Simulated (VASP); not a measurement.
Write the native input for VASP 6.6.1 that does the following.

```yaml
Task: relaxation of cell and atoms
Functional: PBE
Potentials_or_basis: VASP PAW PBE potentials, release 64 (Al, N)
Cutoff: 600 eV
k_mesh: 6 × 6 × 6
Occupations: gaussian, width 0.1 eV
Spin: no spin polarisation
Dipole_correction: no
Further_INCAR_settings: ALGO = Normal; EDIFF = 1e-07; IBRION = 2; EDIFFG = -0.04; NSW = 90; ISIF = 3
```

The structure of AlN lies in POSCAR:

```
AlN
1.0
    0.0000000000      3.1177698700      3.1177698700
    3.1177698700      0.0000000000      3.1177698700
    3.1177698700      3.1177698700      0.0000000000
Al N
2 2
Direct
    0.7500000000      0.7500000000      0.7500000000
    0.5000000000      0.5000000000      0.5000000000
    0.0000000000      0.0000000000      0.0000000000
    0.2500000000      0.2500000000      0.2500000000
```

These files were run (other wordings do the same):

INCAR

```
SYSTEM = AlN
PREC = Accurate
ENCUT = 600
EDIFF = 1E-7
ISMEAR = 0
SIGMA = 0.1
LREAL = .FALSE.
LASPH = .TRUE.
NELM = 60
ALGO = Normal
ISIF = 3
LWAVE = .FALSE.
LCHARG = .FALSE.
GGA = PE
IBRION = 2
NSW = 90
EDIFFG = -0.04
```

KPOINTS

```
Automatic mesh
0
G
  6 6 6
  0 0 0
```

Potentials or basis: VASP PAW PBE potentials, release 64 (Al, N).

The run is started by

```bash
$ cat potpaw_PBE.64/Al/POTCAR potpaw_PBE.64/N/POTCAR > POTCAR
$ mpirun -np 1 vasp_std > vasp.out
```

Results of the run:

* Relaxed volume: 11.27 Å³/atom
* Relaxed cell: a = 3.995 Å, b = 3.995 Å, c = 3.995 Å, α = 60.00°, β = 60.00°, γ = 60.00°
* Space group after relaxing (to 0.05 Å): Fd-3m (No. 227)
* Energy gained by relaxing: 292.9 meV/atom
* Ionic steps: 3
* Pressure after relaxing: -0.3 GPa
* Band gap on the k mesh: zero (band 8 reaches 7.96 eV, above the bottom of band 9 at 5.20 eV)

Caveat: the volume moved by over 15 % at a fixed basis, so the end points are rough.

Run time: 74 s on 1 thread of Intel Xeon 6975P-C, on a shared host, peak memory 0.21 GiB.
